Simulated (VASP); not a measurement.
Set up this calculation in VASP 6.6.1, as the native input.

- Task: single point
- Functional: PBE
- Potentials or basis: VASP PAW PBE potentials, release 64 (In_d, W_sv, S)
- Cutoff: 520 eV
- k mesh: 12 × 12 × 6
- Occupations: gaussian, width 0.1 eV
- Spin: no spin polarisation
- Dipole correction: no
- Further INCAR settings: ALGO = Normal; EDIFF = 1e-07; NBANDS = 34

The structure of InWS4 lies in POSCAR:

```
InWS4
1.0
    4.3668504618      0.0000000000      0.0000000000
   -2.1834252309      3.7818034345      0.0000000000
    0.0000000000      0.0000000000      8.3383954411
In W S
1 1 4
Direct
    0.0000000000      0.0000000000      0.4239336895
    0.0000000000      0.0000000000      0.7532275993
    0.3333333333      0.6666666667      0.7576851826
    0.6666666667      0.3333333333      0.7576851826
    0.3333333333      0.6666666667      0.2638962581
    0.6666666667      0.3333333333      0.2638962581
```

One way to write it, as run:

INCAR

```
SYSTEM = InWS4
PREC = Accurate
ENCUT = 520
EDIFF = 1E-7
ISMEAR = 0
SIGMA = 0.1
LREAL = .FALSE.
LASPH = .TRUE.
NELM = 80
ALGO = Normal
ISIF = 2
LWAVE = .FALSE.
LCHARG = .FALSE.
GGA = PE
NBANDS = 34
```

KPOINTS

```
Automatic mesh
0
G
  12 12 6
  0 0 0
```

Potentials or basis: VASP PAW PBE potentials, release 64 (In_d, W_sv, S).

Command:

```console
$ cat potpaw_PBE.64/In_d/POTCAR potpaw_PBE.64/W_sv/POTCAR potpaw_PBE.64/S/POTCAR > POTCAR
$ mpirun -np 1 vasp_std > vasp.out
```

It gave:

- Pressure: 0.0 GPa
- Largest force: 0.007 eV/Å

Caveat: this functional lacks dispersion, which binds the layers, so the pressure and a relaxed spacing across them are unreliable.

It took 3.5 min on 1 thread of Intel(R) Xeon(R) 6975P-C (Granite Rapids), on a shared host, peak memory 0.47 GiB.
